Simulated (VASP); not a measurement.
# Ti8HO16 (a cell with a defect) in VASP: relaxation of the atoms with PBEsol

Aim: the relaxation of the atoms of Ti8HO16 (a cell with a defect) with PBEsol.

All numbers are computed with VASP 6.6.1; they aren't measurements. Logs are shortened: lines on timing, memory, paths and dates and some standing lists are left out, and cuts for length are marked.

## 1. The cell of the first run

The cell holds a defect, 25 atoms: a = 5.946 Å, b = 6.575 Å, c = 6.575 Å, α = 90.00°, β = 90.00°, γ = 90.00°.

## 2. Relaxation of the atoms, PBEsol, collinear spin

INCAR reads:

```
  PREC = Accurate
  ENCUT = 520
  EDIFF = 1E-7
  ISMEAR = 0
  SIGMA = 0.02
  LREAL = Auto
  LASPH = T
  NELM = 150
  ALGO = Normal
  ISIF = 2
  LWAVE = F
  LCHARG = F
  ISPIN = 2
  MAGMOM = 0 0 0 0 0 0 0 0 0 0 0 0 0 0 0 0 0 0 0 0 0 0 0 0 1
  LORBIT = 11
  LMAXMIX = 4
  GGA = PS
  IBRION = 2
  NSW = 80
  EDIFFG = -0.03
  KPAR = 2
```

KPOINTS reads:

```
regular mesh
0
Gamma
  2 2 2
```

POSCAR reads:

```
Ti8HO16
1.0
    5.9463200000      0.0000000000      0.0000000000
    0.0000000000      6.5747380000      0.0000000000
    0.0000000000      0.0000000000      6.5748040000
Ti O H
8 16 1
Direct
    0.5000000000      0.2500000000      0.2547550000
    0.0000000000      0.2500000000      0.2452450000
    0.2500000000      0.2500000000      0.7500000000
    0.2500000000      0.7500000000      0.2500000000
    0.0000000000      0.7500000000      0.7547550000
    0.5000000000      0.7500000000      0.7452450000
    0.7500000000      0.7500000000      0.2500000000
    0.7500000000      0.2500000000      0.7500000000
    0.2498510000      0.2500000000      0.0549190000
    0.5000000000      0.4451010000      0.7503830000
    0.2501490000      0.7500000000      0.5549190000
    0.0000000000      0.5548990000      0.2503830000
    0.5000000000      0.9451010000      0.2496170000
    0.0000000000      0.0548990000      0.7496170000
    0.2498510000      0.7500000000      0.9450810000
    0.2501490000      0.2500000000      0.4450810000
    0.7498510000      0.7500000000      0.5549190000
    0.0000000000      0.9451010000      0.2503830000
    0.7501490000      0.2500000000      0.0549190000
    0.5000000000      0.0548990000      0.7503830000
    0.0000000000      0.4451010000      0.7496170000
    0.5000000000      0.5548990000      0.2496170000
    0.7498510000      0.2500000000      0.4450810000
    0.7501490000      0.7500000000      0.9450810000
    1.0102322000      0.9007165000      0.9924215000
```

Potentials or basis: VASP PAW PBE potentials, release 64 (Ti_sv, O, H).

Command:

```
cat potpaw_PBE.64/Ti_sv/POTCAR potpaw_PBE.64/O/POTCAR potpaw_PBE.64/H/POTCAR > POTCAR
mpirun -np 8 vasp_std > vasp.out
```

OUTCAR:

```text
PREC = Accurate
   ENCUT = 520
   EDIFF = 1E-7
   ISMEAR = 0
   LREAL = Auto
   LASPH = T
   NELM = 150
   ISIF = 2
   ISPIN = 2
   LORBIT = 11
   GGA = PS
   IBRION = 2
   NSW = 80
   EDIFFG = -0.03

 ion  position               nearest neighbor table
   1  0.500  0.250  0.255-  16 1.94  23 1.94  19 1.98   9 1.98  22 2.00  13 2.00
   2  0.000  0.250  0.245-   9 1.94  19 1.94  16 1.98  23 1.98  12 2.00  18 2.00
   3  0.250  0.250  0.750-  10 1.96  14 1.96  20 1.96  21 1.96   9 2.00  16 2.00
   4  0.250  0.750  0.250-  12 1.96  13 1.96  18 1.96  22 1.96  11 2.00  15 2.00
   5  0.000  0.750  0.755-  25 1.85  24 1.94  15 1.94  11 1.98  17 1.98  14 2.00  21 2.00
   6  0.500  0.750  0.745-  11 1.94  17 1.94  15 1.98  24 1.98  20 2.00  10 2.00
   7  0.750  0.750  0.250-  12 1.96  13 1.96  18 1.96  22 1.96  17 2.00  24 2.00
   8  0.750  0.250  0.750-  10 1.96  14 1.96  20 1.96  21 1.96  19 2.00  23 2.00
   9  0.250  0.250  0.055-   2 1.94   1 1.98   3 2.00
  10  0.500  0.445  0.750-   3 1.96   8 1.96   6 2.00
  11  0.250  0.750  0.555-   6 1.94   5 1.98   4 2.00
  12  0.000  0.555  0.250-   4 1.96   7 1.96   2 2.00
  13  0.500  0.945  0.250-   4 1.96   7 1.96   1 2.00
  14  0.000  0.055  0.750-   3 1.96   8 1.96   5 2.00
[... 8 lines left out ...]
  23  0.750  0.250  0.445-   1 1.94   2 1.98   8 2.00
  24  0.750  0.750  0.945-   5 1.94   6 1.98   7 2.00
  25  0.010  0.901  0.992-   5 1.85

  LATTYP: Found a simple orthorhombic cell.
 ALAT       =     5.9463200000
 B/A-ratio  =     1.1056818335
 C/A-ratio  =     1.1056929328

  Lattice vectors:

 A1 = (   5.9463200000,   0.0000000000,   0.0000000000)
 A2 = (   0.0000000000,   6.5747380000,   0.0000000000)
 A3 = (   0.0000000000,   0.0000000000,   6.5748040000)

Analysis of symmetry for initial positions (statically):
=====================================================================
 Subroutine PRICEL returns:
 Original cell was already a primitive cell.

 Routine SETGRP: Setting up the symmetry group for a
 simple orthorhombic supercell.

 Subroutine GETGRP returns: Found  1 space group operations
 (whereof  1 operations were pure point group operations)
 out of a pool of  8 trial point group operations.

The static configuration has the point symmetry C_1 .

Analysis of symmetry for dynamics (positions and initial velocities):
=====================================================================
 Subroutine PRICEL returns:
 Original cell was already a primitive cell.

 Routine SETGRP: Setting up the symmetry group for a
 simple orthorhombic supercell.

[... 203 lines left out ...]
  --------------------------------------------------------------------------------------
  -------------------------------------------------------------------------------------
  Total      -10.3575545     -7.0198359     -8.5985600      0.1910989     -0.3579812      0.1964305
  in kB      -64.5592192    -43.7550317    -53.5953080      1.1911299     -2.2313172      1.2243620
  external PRESSURE =     -53.9698530 kB  Pullay stress =       0.0000000 kB
[... 158 lines left out ...]
  FREE ENERGIE OF THE ION-ELECTRON SYSTEM (eV)
  ---------------------------------------------------
  free  energy   TOTEN  =      -225.3789456246 eV

  energy  without entropy=     -225.3764159667  energy(sigma->0) =     -225.37768080

[... ionic steps 4 to 41 ...]

--------------------------------------- Ionic step       42  -------------------------------------------

 number of electron     192.9999974 magnetization       0.9999999

------------------------ aborting loop because EDIFF is reached ----------------------------------------
[... 113 lines left out ...]
--------------------------------------- Ionic step       44  -------------------------------------------

 number of electron     192.9999974 magnetization       0.9999999

 Free energy of the ion-electron system (eV)
  ---------------------------------------------------
  ext. energy  EPLUGINS =         0.00000000
  ---------------------------------------------------
  free energy    TOTEN  =      -227.36822602 eV

  energy without entropy =     -227.36659314  energy(sigma->0) =     -227.36740958

 E-fermi :   6.4853     XC(G=0): -11.5880

 val. band max:        6.4753766905   @ k =   0.0000   0.0000   0.5000
 cond. band min:       6.4898970485   @ k =   0.0000   0.5000   0.5000
 fundamental gap:      0.0145203580
 Fermi energy:         6.4853155828

 spin component 1

 k-point     1 :       0.0000    0.0000    0.0000
  band No.  band energies     occupation
      1     -52.0729      1.00000
      2     -52.0493      1.00000
      3     -52.0275      1.00000
      4     -52.0194      1.00000
      5     -51.9810      1.00000
      6     -51.9662      1.00000
[... 877 lines left out ...]
    107       7.6555      0.00000
    108       7.6662      0.00000
 Fermi energy:         6.4853155828

 spin component 2

 k-point     1 :       0.0000    0.0000    0.0000
  band No.  band energies     occupation
      1     -51.9646      1.00000
      2     -51.9111      1.00000
      3     -51.8931      1.00000
      4     -51.8725      1.00000
      5     -51.8709      1.00000
      6     -51.8480      1.00000
[... 877 lines left out ...]
    107       7.7644      0.00000
    108       7.8007      0.00000
 [bands above 108 left out]

------------------------ aborting loop because EDIFF is reached ----------------------------------------

  FORCE on cell =-STRESS in cart. coord.  units (eV):
  Direction    XX          YY          ZZ          XY          YZ          ZX
  --------------------------------------------------------------------------------------
  -------------------------------------------------------------------------------------
  Total       -8.1801692     -2.3417608     -9.5585291     -0.0326317      1.9773611      0.0116836
  in kB      -50.9874546    -14.5963268    -59.5788495     -0.2033950     12.3250027      0.0728247
  external PRESSURE =     -41.7208769 kB  Pullay stress =       0.0000000 kB
[... 40 lines left out ...]
  FREE ENERGIE OF THE ION-ELECTRON SYSTEM (eV)
  ---------------------------------------------------
  free  energy   TOTEN  =      -227.3682260164 eV

  energy  without entropy=     -227.3665931427  energy(sigma->0) =     -227.36740958

 reached required accuracy - stopping structural energy minimisation

 total charge

# of ion       s       p       d       tot
------------------------------------------
    1        2.219   6.288   1.742  10.248
    2        2.226   6.293   1.790  10.309
    3        2.214   6.282   1.713  10.209
    4        2.218   6.286   1.762  10.266
    5        2.215   6.283   1.735  10.233
    6        2.212   6.273   1.723  10.208
[... 17 lines left out ...]
   24        1.564   3.471   0.000   5.035
   25        0.565   0.115   0.000   0.680
--------------------------------------------------
tot         43.342 106.093  13.939 163.374

 magnetization (x)

# of ion       s       p       d       tot
------------------------------------------
    1        0.001   0.001   0.082   0.085
    2        0.001   0.000   0.067   0.068
    3        0.001   0.001   0.104   0.106
    4        0.002   0.002   0.172   0.176
    5        0.002   0.001   0.139   0.142
    6        0.002   0.001   0.138   0.141
[... 17 lines left out ...]
   24       -0.000  -0.009   0.000  -0.010
   25        0.000  -0.000   0.000   0.000
--------------------------------------------------
tot          0.009  -0.118   0.978   0.870
```

OSZICAR:

```text
N       E                     dE             d eps       ncg     rms          rms(c)
DAV:   1     0.321612934650E+04    0.32161E+04   -0.93709E+04  3736   0.198E+03
DAV:   2     0.452597785860E+03   -0.27635E+04   -0.26426E+04  3712   0.627E+02
[... 572 lines left out ...]
DAV:   3    -0.227368240464E+03   -0.48792E-04   -0.90433E-04  5696   0.124E-01    0.362E-02
DAV:   4    -0.227368234327E+03    0.61365E-05   -0.10525E-04  5488   0.538E-02    0.303E-02
DAV:   5    -0.227368225545E+03    0.87823E-05   -0.48136E-05  5456   0.420E-02    0.935E-03
DAV:   6    -0.227368226098E+03   -0.55277E-06   -0.12853E-05  5156   0.202E-02    0.500E-03
DAV:   7    -0.227368226085E+03    0.12507E-07   -0.26272E-06  5312   0.101E-02    0.272E-03
DAV:   8    -0.227368226016E+03    0.68860E-07   -0.22275E-07  3128   0.343E-03
  44 F= -.22736823E+03 E0= -.22736741E+03  d E =-.257990E-03  mag=     1.0000
```

Wall time 32 min (8 MPI ranks of AMD EPYC 9R45 (Zen 5), shared host); peak memory 0.28 GiB.

What came out:

- Free energy: -227.3682 eV
- Energy gained by relaxing: 91.4 meV/atom
- Ionic steps: 44
- Pressure after relaxing: -4.2 GPa
- Largest force after relaxing: 0.018 eV/Å
- Band gap on the k mesh: zero (filled and empty bands overlap)
- Net moment: 1.00 μB per cell
- Site moments: Ti +0.09, +0.07, +0.11, +0.18, +0.14 (each value once); O -0.01; H +0.00 μB
- Valence electrons inside the program's atomic spheres: Ti 10.25, 10.31, 10.21, 10.27, 10.23 (each value once); O 5.04, 5.03, 5.07, 5.06, 5.13, 5.05 (each value once); H 0.68

Forces on the atoms (eV/Å):
```
Ti   0.005  0.000  0.016
Ti   0.003  0.002 -0.005
Ti   0.009 -0.006  0.004
Ti   0.000  0.005 -0.007
Ti  -0.001  0.008  0.000
Ti   0.005  0.001 -0.007
Ti   0.003  0.003 -0.007
Ti  -0.005  0.003  0.006
O    0.002 -0.002 -0.005
O   -0.001  0.002 -0.003
O    0.007  0.006 -0.007
O    0.004 -0.005  0.002
O   -0.001 -0.002 -0.007
O   -0.001  0.009  0.009
O    0.002 -0.001  0.018
O   -0.010 -0.009 -0.005
O   -0.006  0.002 -0.007
O   -0.005  0.000 -0.014
O   -0.006  0.000 -0.007
O    0.000 -0.005  0.009
O    0.004  0.000 -0.001
O   -0.001 -0.003  0.008
O    0.009 -0.005 -0.008
O   -0.006 -0.006  0.010
H   -0.009  0.004  0.008
```

Step by step:
```
step  energy change (eV)  largest force (eV/Å)  pressure (GPa)
   1              0.0000                1.7982           -5.40
   3             -0.2961                1.4171           -5.43
   5             -1.0802                2.9143           -3.98
   7             -1.2741                2.9073           -5.05
   9             -1.4478                2.3012           -4.46
  11             -1.8219                1.3926           -4.52
  13             -1.9411                1.0280           -4.28
  15             -2.0994                1.3247           -4.16
  17             -2.1592                0.5903           -3.83
  19             -2.1907                0.3822           -3.81
  21             -2.2309                0.3327           -4.03
  23             -2.2562                0.2246           -4.19
  25             -2.2635                0.4550           -4.07
  27             -2.2695                0.2055           -4.08
  29             -2.2744                0.1189           -4.04
  31             -2.2799                0.1318           -4.11
  33             -2.2820                0.2152           -4.11
  35             -2.2831                0.0614           -4.13
  37             -2.2839                0.0401           -4.13
  39             -2.2843                0.0539           -4.13
  41             -2.2848                0.0749           -4.13
  43             -2.2851                0.0498           -4.16
  44             -2.2854                0.0179           -4.17
```

Final structure:
```
CELL_PARAMETERS angstrom
5.94632 0.00000 0.00000
0.00000 6.57474 0.00000
0.00000 0.00000 6.57480
ATOMIC_POSITIONS crystal
Ti 0.49955 0.23499 0.23570
Ti 0.99951 0.27114 0.27133
Ti 0.25147 0.24717 0.75333
Ti 0.26155 0.73835 0.24893
Ti 0.00011 0.73980 0.73632
Ti 0.50012 0.74794 0.75517
Ti 0.73943 0.73992 0.24850
Ti 0.74842 0.24610 0.75377
O 0.25203 0.25344 0.05527
O 0.50076 0.44255 0.74349
O 0.24578 0.75254 0.54436
O 0.00002 0.55589 0.25053
O 0.49996 0.94030 0.24373
O 0.00083 0.04872 0.76706
O 0.25225 0.74199 0.94181
O 0.24848 0.24233 0.44475
O 0.75522 0.75336 0.54426
O 0.00114 0.95299 0.20850
O 0.74893 0.25280 0.05561
O 0.50005 0.05067 0.75108
O 0.00002 0.44166 0.74340
O 0.50103 0.54830 0.25128
O 0.75233 0.24145 0.44508
O 0.74876 0.74274 0.94182
H 0.00248 0.97356 0.05735
```

Caveat: the k points lie up to 0.53 Å⁻¹ apart; the PAW data sets were made with another functional, which shifts forces and pressure a little; semilocal functionals often make such compounds metallic where correlation or magnetic order opens a gap, which also shifts bond lengths.
